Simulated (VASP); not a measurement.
Here is a VASP 6.6.1 calculation.

The input INCAR:

```
SYSTEM = GaP
ALGO = Normal ; EDIFF = 1E-7
EDIFFG = -0.002 ; ENCUT = 450
GGA = PE ; GGA_COMPAT = .FALSE.
IBRION = 2 ; ISIF = 2
ISMEAR = 0 ; LASPH = .TRUE.
LCHARG = .FALSE. ; LREAL = .FALSE.
LWAVE = .FALSE. ; NELM = 120
NELMIN = 4 ; NSW = 60
PREC = Accurate ; SIGMA = 0.02
```

KPOINTS

```
k-points
0
G
  8 8 8
  0 0 0
```

File POSCAR:

```
GaP
1.0
    0.0000000000      2.7805117468      2.7312889232
    2.7805117468      0.0000000000      2.7312889232
    2.7805117468      2.7805117468      0.0000000000
Ga P
1 1
Direct
    0.0000000000      0.0000000000      0.0000000000
    0.2500000000      0.2500000000      0.2500000000
```

Potentials or basis: VASP PAW PBE potentials, release 64 (Ga_d, P).

Command:

```sh
$ cat potpaw_PBE.64/Ga_d/POTCAR potpaw_PBE.64/P/POTCAR > POTCAR
$ mpirun -np 1 vasp_std > vasp.out
```

Problem. Estimate the band gap on the k mesh.

Solution. 1.41 eV.

Final structure:
```
Ga P
1.0
     0.00000    2.78051    2.73129
     2.78051    0.00000    2.73129
     2.78051    2.78051    0.00000
Ga P
1 1
Cartesian
  0.0000 0.0000 0.0000
  1.3903 1.3903 1.3656
```

Caveat: the cell differs from its parent crystal (strained cell); the relaxation stopped at its first step, so nothing moved. A k mesh can miss the band edges.
